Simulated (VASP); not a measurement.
# Ag (I4/mmm) in VASP: further runs, part 2 of 3

VASP 6.6.1. The steps go on from the part before.

## Step 4: Single point, r2SCAN (strain +0.0100 x Voigt [0, 1, 0, 0, 0, 0])

Contents of POSCAR:

```
Ag
1.0
    0.0000000000      2.0635310000      2.0431000000
    2.0431000000      0.0000000000      2.0431000000
    2.0431000000      2.0635310000      0.0000000000
Ag
1
Direct
    0.0000000000      0.0000000000      0.0000000000
```

Contents of INCAR.step1:

```
  ALGO = Normal
  EDIFF = 1E-4
  ENCUT = 520
  GGA = PE
  ISMEAR = 0
  LASPH = True
  LCHARG = False
  LREAL = False
  LWAVE = True
  NBANDS = 12
  NELM = 60
  PREC = Accurate
  SIGMA = 0.15
```

Contents of INCAR.step2:

```
  ALGO = Normal
  EDIFF = 1E-7
  ENCUT = 520
  ISIF = 2
  ISMEAR = 0
  ISTART = 1
  LASPH = True
  LCHARG = False
  LMIXTAU = True
  LREAL = False
  LWAVE = False
  METAGGA = R2SCAN
  NBANDS = 12
  NELM = 60
  PREC = Accurate
  SIGMA = 0.15
```

Contents of KPOINTS:

```
k-points
0
Gamma
  20 20 20
```

Potentials or basis: VASP PAW PBE potentials, release 64 (Ag).

Run with:

```console
> cat potpaw_PBE.64/Ag/POTCAR > POTCAR
> cp INCAR.step1 INCAR
> mpirun -np 1 vasp_std > vasp.out
> cp INCAR.step2 INCAR
> mpirun -np 1 vasp_std > vasp.out
```

OUTCAR:

```text
EDIFF = 1E-7
   ENCUT = 520
   ISIF = 2
   ISMEAR = 0
   ISTART = 1
   LASPH = True
   LREAL = False
   METAGGA = R2SCAN
   NELM = 60
   PREC = Accurate

 ion  position               nearest neighbor table
   1  0.000  0.000  0.000-

  LATTYP: Found a body centered tetragonal cell.
 ALAT       =     2.8893797293
 C/A-ratio  =     1.4283556980

  Lattice vectors:

 A1 = (   0.0000000000,  -2.0635310000,   2.0431000000)
 A2 = (   0.0000000000,  -2.0635310000,  -2.0431000000)
 A3 = (   2.0431000000,   2.0635310000,   0.0000000000)

Analysis of symmetry for initial positions (statically):
=====================================================================
 Subroutine PRICEL returns:
 Original cell was already a primitive cell.

 Routine SETGRP: Setting up the symmetry group for a
 body centered tetragonal supercell.

 Subroutine GETGRP returns: Found 16 space group operations
 (whereof 16 operations were pure point group operations)
 out of a pool of 16 trial point group operations.

The static configuration has the point symmetry D_4h.

Analysis of symmetry for dynamics (positions and initial velocities):
=====================================================================
 Subroutine PRICEL returns:
 Original cell was already a primitive cell.

 Routine SETGRP: Setting up the symmetry group for a
 body centered tetragonal supercell.

 Subroutine GETGRP returns: Found 16 space group operations
 (whereof 16 operations were pure point group operations)
 out of a pool of 16 trial point group operations.

The dynamic configuration has the point symmetry D_4h.

 Subroutine INISYM returns: Found 16 space group operations
 (whereof 16 operations are pure point group operations),
 and found     1 'primitive' translations

----------------------------------------------------------------------------------------

                                     Primitive cell

  volume of cell :      17.2274

  direct lattice vectors                    reciprocal lattice vectors
     0.000000000  2.063531000  2.043100000    -0.244726151  0.242303120  0.244726151
     2.043100000  0.000000000  2.043100000     0.244726151 -0.242303120  0.244726151
     2.043100000  2.063531000  0.000000000     0.244726151  0.242303120 -0.244726151

  length of vectors
     2.903862565  2.889379729  2.903862565     0.422483823  0.422483823  0.422483823

  position of ions in fractional coordinates (direct lattice)
     0.000000000  0.000000000  0.000000000

  ion indices of the primitive-cell ions
   primitive index   ion index
                 1           1

----------------------------------------------------------------------------------------

 KPOINTS: k-points

Automatic generation of k-mesh.
 Grid dimensions read from file:
 generate k-points for:   20   20   20

 Generating k-lattice:

  Cartesian coordinates                     Fractional coordinates (reciprocal lattice)
    -0.012236308  0.012115156  0.012236308     0.050000000  0.000000000  0.000000000
     0.012236308 -0.012115156  0.012236308     0.000000000  0.050000000  0.000000000
     0.012236308  0.012115156 -0.012236308     0.000000000  0.000000000  0.050000000

  Length of vectors
     0.021124191  0.021124191  0.021124191

  Shift w.r.t. Gamma in fractional coordinates (k-lattice)
     0.000000000  0.000000000  0.000000000

 Subroutine IBZKPT returns following result:
 ===========================================

 Found    641 irreducible k-points:

 Following reciprocal coordinates:
            Coordinates               Weight
  0.000000  0.000000  0.000000      1.000000
  0.050000  0.000000  0.000000      8.000000
  0.100000  0.000000  0.000000      8.000000
  0.150000  0.000000  0.000000      8.000000
  0.200000  0.000000  0.000000      8.000000
  0.250000  0.000000  0.000000      8.000000
[... 16 lines left out ...]
 -0.400000  0.050000 -0.000000     16.000000
 -0.350000  0.050000 -0.000000     16.000000
 [... further k-points ...]
   k-points           NKPTS =    641   k-points in BZ     NKDIM =    641   number of bands    NBANDS=     12
   number of dos      NEDOS =    301   number of ions     NIONS =      1
   total plane-waves  NPLWV =  13824
   dimension x,y,z NGX =    24 NGY =   24 NGZ =   24
   dimension x,y,z NGXF=    48 NGYF=   48 NGZF=   48
   ions per type =               1
   NGX,Y,Z   is equivalent  to a cutoff of  13.74, 13.81, 13.74 a.u.
   NGXF,Y,Z  is equivalent  to a cutoff of  27.48, 27.62, 27.48 a.u.
 SYSTEM =  unknown system
   PREC   = accura    normal or accurate (medium, high low for compatibility)
   ISTART =      1    job   : 0-new  1-cont  2-samecut
   ICHARG =      0    charge: 1-file 2-atom 10-const
   ISPIN  =      1    spin polarized calculation?
   LNONCOLLINEAR =      F non collinear calculations
   LSORBIT =      F    spin-orbit coupling
   LASPH  =      T    aspherical Exc in radial PAW
   ENCUT  =  520.0 eV  38.22 Ry    6.18 a.u.   5.40  5.37  5.40*2*pi/ulx,y,z
   NELM   =     60;   NELMIN=  2; NELMDL=  0     # of ELM steps
   EDIFF  = 0.1E-06   stopping-criterion for ELM
   LREAL  =      F    real-space projection
   EDIFFG = 0.1E-05   stopping-criterion for IOM
   NSW    =      0    number of steps for IOM
   IBRION =     -1    ionic relax: 0-MD 1-quasi-New 2-CG
   NFREE  =      0    steps in history (QN), initial steepest desc. (CG)
   ISIF   =      2    stress and relaxation
   ISYM   =      2    0-nonsym 1-usesym 2-fastsym
   POTIM  = 0.5000    time-step for ionic-motion
   TEBEG  =    0.0;   TEEND  =   0.0 temperature during run
   PSTRESS=    0.0 pullay stress
   NELECT =      11.0000    total number of electrons
   NUPDOWN=      -1.0000    fix difference up-down
   EMIN   =  10.00;   EMAX   =-10.00  energy-range for DOS
   EFERMI =   0.00;   METHOD = LEGACY
   ISMEAR =     0;   SIGMA  =   0.15  broadening in eV -4-tet -1-fermi 0-gaus
   EFERMI_NEDOS =   21; number of points for ismear=-14 and -15
   IALGO  =     38    algorithm
   IMIX   =      4    mixing-type and parameters
     AMIX     =   0.40;   BMIX     =  1.00
     AMIX_MAG =   1.60;   BMIX_MAG =  1.00
  volume/ion in A,a.u.               =      17.23       116.26
  Fermi-wavevector in a.u.,A,eV,Ry     =   1.409718  2.663981 27.038932  1.987305
  Thomas-Fermi vector in A             =   2.531746
   LORBIT       =      0    0 simple, 1 ext, 2 COOP (PROOUT), +10 PAW based schemes
   METAGGA = R2SCAN    functional components
   LHFCALC =     F    Hartree Fock is set to
   AEXX    =    0.0000 exact exchange contribution
   IVDW    =     0    specifies the selected vdW correction
   LEPSILON=     F    determine dielectric tensor
   LRPA    =     F    only Hartree local field effects (RPA)
 non-spin polarized calculation
 Gauss-broadening in eV      SIGMA  =   0.15
  energy-cutoff  :      520.00
  volume of cell :       17.23
 maximum number of plane-waves:       487
 NGX is ok and might be reduce to    24
   NGX = 11   NGY = 11   NGZ = 11

 number of electron      10.9999998 magnetization

 Free energy of the ion-electron system (eV)
  ---------------------------------------------------
  ext. energy  EPLUGINS =         0.00000000
  ---------------------------------------------------
  free energy    TOTEN  =       -21.36098334 eV

  energy without entropy =      -21.35884152  energy(sigma->0) =      -21.35991243

 E-fermi :   8.2990     XC(G=0): -12.8972

 val. band max:        8.2732343175   @ k =   0.3000  -0.2000   0.2000
 cond. band min:       8.3351760814   @ k =   0.5000   0.3000   0.1000
 fundamental gap:      0.0619417639
 Fermi energy:         8.2990390175

 k-point     1 :       0.0000    0.0000    0.0000
  band No.  band energies     occupation
      1       0.4082      2.00000
      2       3.1461      2.00000
      3       3.2092      2.00000
      4       3.2092      2.00000
      5       4.1808      2.00000
      6       4.2458      2.00000
      7      24.9185      0.00000
      8      28.4957      0.00000
      9      28.6256      0.00000
     10      28.6256      0.00000
     11      33.5158      0.00000
     12      34.4605      0.00000
[... 331 lines left out ...]
 k-point    24 :      -0.3500    0.0500   -0.0000
  band No.  band energies     occupation
      1       1.7835      2.00000
      2       3.2321      2.00000
      3       3.2854      2.00000
      4       4.5902      2.00000
      5       4.6688      2.00000
      6       5.8932      2.00000
      7      15.3012      0.00000
      8      24.4832      0.00000
      9      26.4489      0.00000
     10      28.0478      0.00000
     11      31.5362      0.00000
     12      32.0059      0.00000

 [... further k-points ...]

------------------------ aborting loop because EDIFF is reached ----------------------------------------

  FORCE on cell =-STRESS in cart. coord.  units (eV):
  Direction    XX          YY          ZZ          XY          YZ          ZX
  --------------------------------------------------------------------------------------
  -------------------------------------------------------------------------------------
  Total        0.0642234      0.0227854      0.0642234      0.0000000      0.0000000      0.0000000
  in kB        5.9728747      2.1190801      5.9728747      0.0000000      0.0000000      0.0000000
  external PRESSURE =       4.6882765 kB  Pullay stress =       0.0000000 kB

 VOLUME and BASIS-vectors are now :
 -----------------------------------------------------------------------------
  energy-cutoff  :      520.00
  volume of cell :       17.23
      direct lattice vectors                 reciprocal lattice vectors
     0.000000000  2.063531000  2.043100000    -0.244726151  0.242303120  0.244726151
     2.043100000  0.000000000  2.043100000     0.244726151 -0.242303120  0.244726151
     2.043100000  2.063531000  0.000000000     0.244726151  0.242303120 -0.244726151

 POSITION                                       TOTAL-FORCE (eV/Angst)
 -----------------------------------------------------------------------------------
      0.00000      0.00000      0.00000         0.000000     -0.000000     -0.000000
 -----------------------------------------------------------------------------------
    total drift:                               -0.000000     -0.000000     -0.000000

  FREE ENERGIE OF THE ION-ELECTRON SYSTEM (eV)
  ---------------------------------------------------
  free  energy   TOTEN  =       -21.3609833368 eV

  energy  without entropy=      -21.3588415174  energy(sigma->0) =      -21.35991243
```

OUTCAR.step1:

```text
EDIFF = 1E-4
   ENCUT = 520
   GGA = PE
   ISMEAR = 0
   LASPH = True
   LREAL = False
[... 576 lines left out ...]

 POSITION                                       TOTAL-FORCE (eV/Angst)
 -----------------------------------------------------------------------------------
      0.00000      0.00000      0.00000         0.000000      0.000000      0.000000
 -----------------------------------------------------------------------------------
    total drift:                               -0.000000     -0.000000      0.000000

  FREE ENERGIE OF THE ION-ELECTRON SYSTEM (eV)
  ---------------------------------------------------
  free  energy   TOTEN  =        -2.7149489921 eV

  energy  without entropy=       -2.7126911698  energy(sigma->0) =       -2.71382008
```

OSZICAR.step1:

```text
N       E                     dE             d eps       ncg     rms          rms(c)
DAV:   1     0.521237720933E+02    0.52124E+02   -0.54959E+03 15544   0.829E+02
DAV:   2    -0.216320015829E+01   -0.54287E+02   -0.51212E+02 17872   0.193E+02
DAV:   3    -0.296450845938E+01   -0.80131E+00   -0.80081E+00 18148   0.250E+01
DAV:   4    -0.296692980007E+01   -0.24213E-02   -0.24212E-02 17900   0.144E+00
DAV:   5    -0.296694903972E+01   -0.19240E-04   -0.19239E-04 17840   0.115E-01    0.509E+00
DAV:   6    -0.272568446273E+01    0.24126E+00   -0.94849E-01 16824   0.872E+00    0.331E+00
DAV:   7    -0.271777698641E+01    0.79075E-02   -0.98004E-03 17912   0.934E-01    0.187E+00
DAV:   8    -0.271494240302E+01    0.28346E-02   -0.69793E-04 17340   0.197E-01    0.900E-02
DAV:   9    -0.271494899215E+01   -0.65891E-05   -0.84000E-06 10016   0.232E-02
   1 F= -.27149490E+01 E0= -.27138201E+01  d E =-.225782E-02
```

It took 5.3 min on 1 thread of AMD EPYC 9R45 (Zen 5), shared host; peak memory 0.22 GiB.

Results:

```yaml
Free_energy: -21.3610 eV
Pressure: 0.5 GPa
Band_gap_on_the_k_mesh: zero (an odd number of electrons rules out a gap without spin polarisation)
```

Stress tensor (GPa, compression positive):
```
0.60 0.00 0.00
0.00 0.21 0.00
0.00 0.00 0.60
```

Caveat: the cell differs from its parent crystal (strain +0.0100 x Voigt [0, 1, 0, 0, 0, 0]); the PAW data sets were made with another functional, which shifts forces and pressure a little.

## Step 5: Single point, r2SCAN (strain +0.0150 x Voigt [0, 1, 0, 0, 0, 0])

Contents of POSCAR:

```
Ag
1.0
    0.0000000000      2.0737465000      2.0431000000
    2.0431000000      0.0000000000      2.0431000000
    2.0431000000      2.0737465000      0.0000000000
Ag
1
Direct
    0.0000000000      0.0000000000      0.0000000000
```

Contents of INCAR.step1:

```
SYSTEM = Ag
PREC = Accurate
ENCUT = 520
ISMEAR = 0
SIGMA = 0.15
LREAL = .FALSE.
LASPH = .TRUE.
NELM = 100
NBANDS = 12
GGA = PE
ALGO = Normal
EDIFF = 1E-4
LWAVE = .TRUE.
LCHARG = .FALSE.
```

Contents of INCAR.step2:

```
SYSTEM = Ag
PREC = Accurate
ENCUT = 520
EDIFF = 1E-7
ISMEAR = 0
SIGMA = 0.15
LREAL = .FALSE.
LASPH = .TRUE.
NELM = 100
ALGO = Normal
ISIF = 2
LWAVE = .FALSE.
LCHARG = .TRUE.
METAGGA = R2SCAN
LMIXTAU = .TRUE.
LELF = .TRUE.
LVHAR = .TRUE.
NBANDS = 12
ISTART = 1
```

Contents of KPOINTS:

```
regular mesh
0
G
  20 20 20
  0 0 0
```

Run with:

```console
> cat potpaw_PBE.64/Ag/POTCAR > POTCAR
> cp INCAR.step1 INCAR
> mpirun -np 1 vasp_std > vasp.out
> cp INCAR.step2 INCAR
> mpirun -np 1 vasp_std > vasp.out
```

Wall time 5.2 min (1 thread of AMD EPYC 9R45 (Zen 5), shared host); peak memory 0.22 GiB.

The run converged. Its results:

| Quantity | Value |
| --- | --- |
| Free energy | -21.3610 eV |
| Pressure | 0.0 GPa |
| Band gap on the k mesh | zero (an odd number of electrons rules out a gap without spin polarisation) |

Stress tensor (GPa, compression positive):
```
 0.14  0.00  0.00
 0.00 -0.44  0.00
 0.00  0.00  0.14
```

Levels at points of the mesh, in eV from the Fermi level:
```
           k point  band 3  band 4  band 5  band 6  band 7  band 8  band 9  band 10
(0.00, 0.00, 0.00)   -5.06   -5.06   -4.13   -4.03   16.61   20.11   20.30    20.30
(0.50, 0.00, 0.00)   -5.08   -3.30   -3.26   -0.30    3.61   15.82   18.28    18.62
(0.50, 0.50, 0.00)   -3.32   -3.11   -3.03    1.82    6.97   10.95   10.96    17.40
(0.50, 0.00, 0.50)   -3.32   -3.08   -3.08    1.56    6.59   11.23   11.23    17.66
```

Caveat: the cell differs from its parent crystal (strain +0.0150 x Voigt [0, 1, 0, 0, 0, 0]); the PAW data sets were made with another functional, which shifts forces and pressure a little.

(Part 2 of 3 ends here.)

The gap in the log of VASP goes by the Fermi energy; the results here count the filled bands.